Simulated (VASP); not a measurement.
**Ti: single point with LDA**

Ti:

```
Ti
1.0
    -0.02030    2.01985    2.01985
     2.01985   -0.02030    2.01985
     2.01985    2.01985   -0.02030
Ti
1
Cartesian
  0.0000 0.0000 0.0000
```

This cell differs from its parent crystal: equal xy, yz and zx shear strains of -1 %.

| Quantity | Value |
| --- | --- |
| Program | VASP 6.6.1 |
| Task | single point |
| Functional | LDA |
| Potentials or basis | VASP PAW LDA potentials, release 64 (Ti_sv) |
| Cutoff | 520 eV |
| k mesh | 14 × 14 × 14 |
| Occupations | fermi-dirac, width 0.05 eV |
| Spin | no spin polarisation |
| Dipole correction | no |
| Further INCAR settings | ALGO = Normal; EDIFF = 1e-06; NBANDS = 12 |

```yaml
Pressure: -5.0 GPa
Band_gap_on_the_k_mesh: zero (bands 6 and 7 overlap by 1.32 eV)
```

Stress tensor (GPa, compression positive):
```
-5.00  0.52  0.52
 0.52 -5.00  0.52
 0.52  0.52 -5.00
```

Levels at points of the mesh, in eV from the Fermi level:
```csv
k point,band 3,band 4,band 5,band 6,band 7,band 8,band 9,band 10
"(0.00, 0.00, 0.00)",-32.14,-32.12,-6.10,0.81,0.81,0.98,2.56,2.56
"(0.50, 0.00, 0.00)",-32.23,-32.23,-2.67,0.66,0.79,0.83,3.67,3.75
"(0.50, 0.50, 0.00)",-32.42,-32.40,-2.71,-1.83,3.10,3.69,4.03,4.03
"(0.50, 0.50, 0.50)",-32.25,-32.25,-2.65,0.70,0.70,0.98,3.75,3.75
```

It took 64 s on 1 thread of Intel(R) Xeon(R) Platinum 8375C CPU @ 2.90GHz (Ice Lake), with other jobs on the host, peak memory 0.17 GiB.

Caveat: the cell differs from its parent crystal (equal xy, yz and zx shear strains of -1 %); the cell stands under tension.
